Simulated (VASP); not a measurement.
# MgSc2O3 (R32) in VASP: further runs

The runs below take MgSc2O3 through single point, relaxation of cell and atoms, with PBE.

Everything below comes from runs of VASP 6.6.1. Logs are shortened: lines on timing, memory, paths and dates and some standing lists are left out, and cuts for length are marked.

**1. The cell of the first run**

Symmetry: R32, No. 155, trigonal system. Conventional cell: a = 5.219 Å, b = 5.219 Å, c = 9.407 Å, α = 90.00°, β = 90.00°, γ = 120.00°. Mg (site symmetry 32) has 6 O at 2.33 Å and 6 Sc at 3.01 Å within 3.1 Å. Within 3.1 Å of Sc (site symmetry 3) lie 6 O at 2.34 to 2.35 Å and 3 Mg at 3.01 Å and 3 Sc at 3.01 Å. Within 3.1 Å of O (site symmetry 2) lie 2 Mg at 2.33 Å and 4 Sc at 2.34 to 2.35 Å and 6 O at 2.99 to 3.06 Å.

**2. Single point, PBE**

Contents of INCAR:

```
PREC = Accurate
ENCUT = 520
EDIFF = 1E-6
ISMEAR = 0
SIGMA = 0.1
LREAL = F
LASPH = T
NELM = 100
ALGO = Normal
ISIF = 2
LWAVE = F
LCHARG = F
GGA = PE
NBANDS = 30
```

Contents of KPOINTS:

```
regular mesh
0
Gamma
  6 6 6
```

Contents of POSCAR:

```
MgSc2O3
1.0
    2.6094157100      1.5065468600      3.1355489300
   -2.6094157100      1.5065468600      3.1355489300
    0.0000000000     -3.0130937200      3.1355489300
Mg Sc O
1 2 3
Direct
    0.0000000000      0.0000000000      0.0000000000
    0.3349770000      0.3349770000      0.3349770000
    0.6650230000      0.6650230000      0.6650230000
    0.1612730000      0.8387270000      0.5000000000
    0.5000000000      0.1612730000      0.8387270000
    0.8387270000      0.5000000000      0.1612730000
```

Potentials or basis: VASP PAW PBE potentials, release 64 (Mg, Sc_sv, O).

Launch:

```sh
$ cat potpaw_PBE.64/Mg/POTCAR potpaw_PBE.64/Sc_sv/POTCAR potpaw_PBE.64/O/POTCAR > POTCAR
$ mpirun -np 1 vasp_std > vasp.out
```

OUTCAR:

```text
PREC = Accurate
   ENCUT = 520
   EDIFF = 1E-6
   ISMEAR = 0
   LREAL = F
   LASPH = T
   NELM = 100
   ISIF = 2
   GGA = PE

 ion  position               nearest neighbor table
   1  0.000  0.000  0.000-   4 2.33   4 2.33   5 2.33   6 2.33   6 2.33   5 2.33   2 3.01   3 3.01
                             2 3.01   3 3.01   2 3.01   3 3.01   3 3.15   2 3.15
   2  0.335  0.335  0.335-   4 2.34   5 2.34   6 2.34   5 2.35   6 2.35   4 2.35   1 3.01   1 3.01
                             1 3.01   3 3.01   3 3.01   3 3.01   3 3.10   1 3.15
   3  0.665  0.665  0.665-   4 2.34   6 2.34   5 2.34   6 2.35   5 2.35   4 2.35   1 3.01   1 3.01
                             1 3.01   2 3.01   2 3.01   2 3.01   2 3.10   1 3.15
   4  0.161  0.839  0.500-   1 2.33   1 2.33   3 2.34   2 2.34   3 2.35   2 2.35
   5  0.500  0.161  0.839-   1 2.33   1 2.33   2 2.34   3 2.34   2 2.35   3 2.35
   6  0.839  0.500  0.161-   1 2.33   1 2.33   3 2.34   2 2.34   3 2.35   2 2.35

  LATTYP: Found a trigonal (rhomboedric) cell.
 ALAT       =     4.3486090743
 COS(alpha) =     0.2798618717

  Lattice vectors:

 A1 = (   2.6094157100,   1.5065468600,   3.1355489300)
 A2 = (  -2.6094157100,   1.5065468600,   3.1355489300)
 A3 = (   0.0000000000,  -3.0130937200,   3.1355489300)

Analysis of symmetry for initial positions (statically):
=====================================================================
 Subroutine PRICEL returns:
 Original cell was already a primitive cell.

 Routine SETGRP: Setting up the symmetry group for a
 trigonal (rhombohedral) supercell.

 Subroutine GETGRP returns: Found  6 space group operations
 (whereof  6 operations were pure point group operations)
 out of a pool of 12 trial point group operations.

The static configuration has the point symmetry D_3 .

Analysis of symmetry for dynamics (positions and initial velocities):
=====================================================================
 Subroutine PRICEL returns:
 Original cell was already a primitive cell.

 Routine SETGRP: Setting up the symmetry group for a
 trigonal (rhombohedral) supercell.

 Subroutine GETGRP returns: Found  6 space group operations
 (whereof  6 operations were pure point group operations)
 out of a pool of 12 trial point group operations.

The dynamic configuration has the point symmetry D_3 .

 Subroutine INISYM returns: Found  6 space group operations
 (whereof  6 operations are pure point group operations),
 and found     1 'primitive' translations

----------------------------------------------------------------------------------------

                                     Primitive cell

  volume of cell :      73.9590

  direct lattice vectors                    reciprocal lattice vectors
     2.609415710  1.506546860  3.135548930     0.191613777  0.110628266  0.106307808
    -2.609415710  1.506546860  3.135548930    -0.191613777  0.110628266  0.106307808
     0.000000000 -3.013093720  3.135548930     0.000000000 -0.221256532  0.106307808

  length of vectors
     4.348609074  4.348609074  4.348609072     0.245470574  0.245470574  0.245470574

  position of ions in fractional coordinates (direct lattice)
     0.000000000  0.000000000  0.000000000
     0.334977000  0.334977000  0.334977000
     0.665023000  0.665023000  0.665023000
     0.161273000  0.838727000  0.500000000
     0.500000000  0.161273000  0.838727000
     0.838727000  0.500000000  0.161273000

  ion indices of the primitive-cell ions
   primitive index   ion index
                 1           1
                 2           2
                 3           3
                 4           4
                 5           5
                 6           6

----------------------------------------------------------------------------------------

 KPOINTS: regular mesh

Automatic generation of k-mesh.
 Grid dimensions read from file:
 generate k-points for:    6    6    6

 Generating k-lattice:

  Cartesian coordinates                     Fractional coordinates (reciprocal lattice)
     0.031935630  0.018438044  0.017717968     0.166666667  0.000000000  0.000000000
    -0.031935630  0.018438044  0.017717968     0.000000000  0.166666667  0.000000000
     0.000000000 -0.036876089  0.017717968     0.000000000  0.000000000  0.166666667

  Length of vectors
     0.040911762  0.040911762  0.040911762

  Shift w.r.t. Gamma in fractional coordinates (k-lattice)
     0.000000000  0.000000000  0.000000000

 Subroutine IBZKPT returns following result:
 ===========================================

 Found     32 irreducible k-points:

 Following reciprocal coordinates:
            Coordinates               Weight
  0.000000  0.000000  0.000000      1.000000
  0.166667 -0.000000 -0.000000      6.000000
  0.333333 -0.000000 -0.000000      6.000000
  0.500000  0.000000 -0.000000      3.000000
  0.166667  0.166667 -0.000000      6.000000
  0.333333  0.166667  0.000000     12.000000
[... 16 lines left out ...]
  0.500000  0.500000  0.166667      6.000000
 -0.333333  0.500000  0.166667     12.000000
 [... further k-points ...]
   k-points           NKPTS =     32   k-points in BZ     NKDIM =     32   number of bands    NBANDS=     30
   number of dos      NEDOS =    301   number of ions     NIONS =      6
   total plane-waves  NPLWV =  32768
   dimension x,y,z NGX =    32 NGY =   32 NGZ =   32
   dimension x,y,z NGXF=    64 NGYF=   64 NGZF=   64
   ions per type =               1   2   3
   NGX,Y,Z   is equivalent  to a cutoff of  12.23, 12.23, 12.23 a.u.
   NGXF,Y,Z  is equivalent  to a cutoff of  24.47, 24.47, 24.47 a.u.
 SYSTEM =  unknown system
   PREC   = accura    normal or accurate (medium, high low for compatibility)
   ISTART =      0    job   : 0-new  1-cont  2-samecut
   ICHARG =      2    charge: 1-file 2-atom 10-const
   ISPIN  =      1    spin polarized calculation?
   LNONCOLLINEAR =      F non collinear calculations
   LSORBIT =      F    spin-orbit coupling
   LASPH  =      T    aspherical Exc in radial PAW
   ENCUT  =  520.0 eV  38.22 Ry    6.18 a.u.   8.09  8.09  8.09*2*pi/ulx,y,z
   NELM   =    100;   NELMIN=  2; NELMDL= -5     # of ELM steps
   EDIFF  = 0.1E-05   stopping-criterion for ELM
   LREAL  =      F    real-space projection
   EDIFFG = 0.1E-04   stopping-criterion for IOM
   NSW    =      0    number of steps for IOM
   IBRION =     -1    ionic relax: 0-MD 1-quasi-New 2-CG
   NFREE  =      0    steps in history (QN), initial steepest desc. (CG)
   ISIF   =      2    stress and relaxation
   ISYM   =      2    0-nonsym 1-usesym 2-fastsym
   POTIM  = 0.5000    time-step for ionic-motion
   TEBEG  =    0.0;   TEEND  =   0.0 temperature during run
   PSTRESS=    0.0 pullay stress
   NELECT =      42.0000    total number of electrons
   NUPDOWN=      -1.0000    fix difference up-down
   EMIN   =  10.00;   EMAX   =-10.00  energy-range for DOS
   EFERMI =   0.00;   METHOD = LEGACY
   ISMEAR =     0;   SIGMA  =   0.10  broadening in eV -4-tet -1-fermi 0-gaus
   EFERMI_NEDOS =   21; number of points for ismear=-14 and -15
   IALGO  =     38    algorithm
   IMIX   =      4    mixing-type and parameters
     AMIX     =   0.40;   BMIX     =  1.00
     AMIX_MAG =   1.60;   BMIX_MAG =  1.00
  volume/ion in A,a.u.               =      12.33        83.18
  Fermi-wavevector in a.u.,A,eV,Ry     =   1.355692  2.561886 25.006156  1.837901
  Thomas-Fermi vector in A             =   2.482758
   LORBIT       =      0    0 simple, 1 ext, 2 COOP (PROOUT), +10 PAW based schemes
   GGA     = PE    functional components
   LHFCALC =     F    Hartree Fock is set to
   AEXX    =    0.0000 exact exchange contribution
   IVDW    =     0    specifies the selected vdW correction
   LEPSILON=     F    determine dielectric tensor
   LRPA    =     F    only Hartree local field effects (RPA)
 non-spin polarized calculation
 Gauss-broadening in eV      SIGMA  =   0.10
  energy-cutoff  :      520.00
  volume of cell :       73.96
 maximum number of plane-waves:      2012
   NGX = 17   NGY = 17   NGZ = 17

 number of electron      41.9999999 magnetization

 Free energy of the ion-electron system (eV)
  ---------------------------------------------------
  ext. energy  EPLUGINS =         0.00000000
  ---------------------------------------------------
  free energy    TOTEN  =       -42.70799512 eV

  energy without entropy =      -42.67396352  energy(sigma->0) =      -42.69097932

 E-fermi :   6.0231     XC(G=0): -10.9382

 val. band max:        6.0150809009   @ k =  -0.1667   0.3333   0.1667
 cond. band min:       6.0262105941   @ k =  -0.3333   0.5000   0.1667
 fundamental gap:      0.0111296932
 Fermi energy:         6.0230595126

 k-point     1 :       0.0000    0.0000    0.0000
  band No.  band energies     occupation
      1     -44.1605      2.00000
      2     -44.0591      2.00000
      3     -22.9967      2.00000
      4     -22.9967      2.00000
      5     -22.7058      2.00000
      6     -22.7058      2.00000
[... 22 lines left out ...]
     29       9.2932      0.00000
     30       9.3697      0.00000

 k-point     2 :       0.1667   -0.0000   -0.0000
  band No.  band energies     occupation
      1     -44.1550      2.00000
      2     -44.0643      2.00000
      3     -23.0033      2.00000
      4     -22.9899      2.00000
      5     -22.7238      2.00000
      6     -22.7137      2.00000
[... 22 lines left out ...]
     29       9.2694      0.00000
     30       9.3787      0.00000

 k-point     3 :       0.3333   -0.0000   -0.0000
  band No.  band energies     occupation
      1     -44.1415      2.00000
      2     -44.0772      2.00000
      3     -23.0110      2.00000
      4     -22.9807      2.00000
      5     -22.7551      2.00000
      6     -22.7376      2.00000
[... 682 lines left out ...]
     29       9.2675      0.00000
     30       9.5038      0.00000

 k-point    24 :      -0.3333    0.5000    0.1667
  band No.  band energies     occupation
      1     -44.1124      2.00000
      2     -44.1046      2.00000
      3     -23.0817      2.00000
      4     -22.9388      2.00000
      5     -22.8211      2.00000
      6     -22.7857      2.00000
[... 22 lines left out ...]
     29       9.2608      0.00000
     30       9.3077      0.00000

 [... further k-points ...]

------------------------ aborting loop because EDIFF is reached ----------------------------------------

  FORCE on cell =-STRESS in cart. coord.  units (eV):
  Direction    XX          YY          ZZ          XY          YZ          ZX
  --------------------------------------------------------------------------------------
  -------------------------------------------------------------------------------------
  Total       -0.0158873     -0.0158873    -15.3802971      0.0000000      0.0000000      0.0000000
  in kB       -0.3441677     -0.3441677   -333.1843216      0.0000000      0.0000000      0.0000000
  external PRESSURE =    -111.2908857 kB  Pullay stress =       0.0000000 kB

 VOLUME and BASIS-vectors are now :
 -----------------------------------------------------------------------------
  energy-cutoff  :      520.00
  volume of cell :       73.96
      direct lattice vectors                 reciprocal lattice vectors
     2.609415710  1.506546860  3.135548930     0.191613777  0.110628266  0.106307808
    -2.609415710  1.506546860  3.135548930    -0.191613777  0.110628266  0.106307808
     0.000000000 -3.013093720  3.135548930     0.000000000 -0.221256532  0.106307808

 POSITION                                       TOTAL-FORCE (eV/Angst)
 -----------------------------------------------------------------------------------
      0.00000      0.00000      0.00000         0.000000      0.000000     -0.000000
      0.00000      0.00000      3.15101         0.000000      0.000000      0.070447
      0.00000      0.00000      6.25564         0.000000      0.000000     -0.070447
     -1.76776      0.00000      4.70332         0.546151      0.000000     -0.000000
      0.88388     -1.53092      4.70332        -0.273075      0.472980     -0.000000
      0.88388      1.53092      4.70332        -0.273075     -0.472980     -0.000000
 -----------------------------------------------------------------------------------
    total drift:                                0.000000      0.000000     -0.000000

  FREE ENERGIE OF THE ION-ELECTRON SYSTEM (eV)
  ---------------------------------------------------
  free  energy   TOTEN  =       -42.7079951198 eV

  energy  without entropy=      -42.6739635195  energy(sigma->0) =      -42.69097932
```

Run time: 35 s. Hardware: 1 thread of Intel Xeon 6975P-C (Granite Rapids), shared host; peak memory 0.21 GiB.

Results:

```
Free energy            : -42.7080 eV
Pressure               : -11.1 GPa
Largest force          : 0.546 eV/Å
Band gap on the k mesh : zero (band 21 reaches 6.54 eV, above the bottom of band 22 at 5.90 eV)
```

Forces on the atoms (eV/Å):
```
Mg   0.000  0.000  0.000
Sc   0.000  0.000  0.070
Sc   0.000  0.000 -0.070
O    0.546  0.000  0.000
O   -0.273  0.473  0.000
O   -0.273 -0.473  0.000
```

Levels at points of the mesh, in eV from the Fermi level:
| k point | band 18 | band 19 | band 20 | band 21 | band 22 | band 23 | band 24 | band 25 |
| --- | --- | --- | --- | --- | --- | --- | --- | --- |
| (0.00, 0.00, 0.00) | -4.34 | -3.75 | -3.75 | -1.66 | 0.72 | 0.72 | 1.09 | 2.49 |
| (0.50, 0.00, 0.00) | -4.30 | -4.21 | -3.99 | -0.20 | 0.01 | 0.46 | 1.85 | 2.24 |
| (0.50, 0.50, 0.00) | -4.11 | -4.08 | -3.86 | -0.38 | -0.10 | 0.59 | 2.27 | 2.34 |
| (0.50, 0.50, 0.50) | -5.08 | -3.46 | -3.46 | 0.51 | 0.51 | 1.50 | 1.59 | 1.59 |

**3. Relaxation of cell and atoms, PBE**

This run uses another cell than the first one, of 11.31 Å³/atom, 0.917 times its volume.

Contents of INCAR:

```
SYSTEM = MgSc2O3
PREC = Accurate ; ENCUT = 600
EDIFF = 1E-7 ; ISMEAR = 0
SIGMA = 0.1 ; LREAL = .FALSE.
LASPH = .TRUE. ; NELM = 120
ALGO = Normal ; ISIF = 3
LWAVE = .FALSE. ; LCHARG = .FALSE.
GGA = PE ; IBRION = 2
NSW = 100 ; EDIFFG = -0.01
GGA_COMPAT = .FALSE. ; NELMIN = 4
```

Contents of KPOINTS:

```
Automatic mesh
0
G
  12 12 12
  0 0 0
```

Contents of POSCAR:

```
MgSc2O3
1.0
    2.6332274341      1.5202945679      2.8243289587
   -2.6332274341      1.5202945679      2.8243289587
    0.0000000000     -3.0405891359      2.8243289587
Mg Sc O
1 2 3
Direct
    0.0000000000      0.0000000000      0.0000000000
    0.3360085046      0.3360085046      0.3360085046
    0.6639914954      0.6639914954      0.6639914954
    0.1751552941      0.8248447059      0.5000000000
    0.5000000000      0.1751552941      0.8248447059
    0.8248447059      0.5000000000      0.1751552941
```

Potentials or basis: VASP PAW PBE potentials, release 64 (Mg, Sc_sv, O).

Launch:

```sh
$ cat potpaw_PBE.64/Mg/POTCAR potpaw_PBE.64/Sc_sv/POTCAR potpaw_PBE.64/O/POTCAR > POTCAR
$ mpirun -np 1 vasp_std > vasp.out
```

It took 18 min on 1 thread of Intel Xeon 8259CL, shared host; peak memory 0.51 GiB.

The run converged. Its results:

* Free energy: -43.5894 eV
* Relaxed volume: 11.32 Å³/atom
* Relaxed cell: a = 4.151 Å, b = 4.151 Å, c = 4.151 Å, α = 78.78°, β = 78.78°, γ = 78.78°
* Space group after relaxing (to 0.05 Å): R32 (No. 155)
* Energy gained by relaxing: 0.0 meV/atom
* Ionic steps: 2
* Pressure after relaxing: -0.1 GPa
* Largest force after relaxing: 0.008 eV/Å
* Band gap on the k mesh: zero (band 21 reaches 7.76 eV, above the bottom of band 22 at 7.25 eV)

Forces in eV/Å, atoms in the order of the input:
```
Mg   0.000  0.000  0.000
Sc   0.000  0.000 -0.001
Sc   0.000  0.000  0.001
O   -0.008  0.000  0.000
O    0.004 -0.007  0.000
O    0.004  0.007  0.000
```

Final structure:
```xyz
6
Lattice="2.6342 1.5209 2.8250 -2.6342 1.5209 2.8250 0.0000 -3.0417 2.8250" Properties=species:S:1:pos:R:3 pbc="T T T"
Mg    2.6342    1.5209    2.8250
Sc    0.0000    0.0000    2.8463
Sc    0.0000    0.0000    5.6286
O    -1.7125    0.0000    4.2375
O     0.8563   -1.4831    4.2375
O     0.8563    1.4831    4.2375
```

Levels at points of the mesh, in eV from the Fermi level:
| k point | band 18 | band 19 | band 20 | band 21 | band 22 | band 23 | band 24 | band 25 |
| --- | --- | --- | --- | --- | --- | --- | --- | --- |
| (0.00, 0.00, 0.00) | -5.22 | -5.22 | -4.55 | -1.22 | 0.01 | 0.82 | 0.82 | 2.90 |
| (0.50, 0.00, 0.00) | -5.44 | -5.38 | -5.18 | -0.51 | 0.10 | 0.63 | 2.02 | 2.45 |
| (0.50, 0.50, 0.00) | -5.30 | -5.15 | -4.94 | -0.87 | -0.02 | 0.69 | 2.26 | 2.34 |
| (0.50, 0.50, 0.50) | -5.74 | -4.76 | -4.76 | 0.31 | 0.31 | 1.71 | 1.90 | 1.93 |
